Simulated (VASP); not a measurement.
A run of VASP 6.6.1:

Contents of INCAR:

```
SYSTEM = CuI
ALGO = Normal ; EDIFF = 1E-6
ENCUT = 520 ; GGA = PE
ISIF = 2 ; ISMEAR = 0
LASPH = .TRUE. ; LCHARG = .FALSE.
LREAL = .FALSE. ; LWAVE = .FALSE.
NBANDS = 16 ; NELM = 80
PREC = Accurate ; SIGMA = 0.05
```

Contents of KPOINTS:

```
k-points
0
G
  8 8 8
  0 0 0
```

Contents of POSCAR:

```
CuI
1.0
    0.0000000000      2.9308115319      3.1759986258
    3.1759986258      0.0000000000      3.1759986258
    3.1759986258      2.9308115319      0.0000000000
Cu I
1 1
Direct
    0.7500000000      0.7500000000      0.7500000000
    0.0000000000      0.0000000000      0.0000000000
```

Potentials or basis: VASP PAW PBE potentials, release 64 (Cu, I).

Run with:

```sh
$ cat potpaw_PBE.64/Cu/POTCAR potpaw_PBE.64/I/POTCAR > POTCAR
$ mpirun -np 1 vasp_std > vasp.out
```

Hardware: 1 thread of AMD EPYC 9R45 96-Core Processor (Zen 5) (shared host).

Problem. How long does it take, and how much memory?

Solution. Run time: 19 s on 1 thread of AMD EPYC 9R45 96-Core Processor (Zen 5) (shared host), peak memory 0.19 GiB. Counts: scf iterations 12, k points 59.
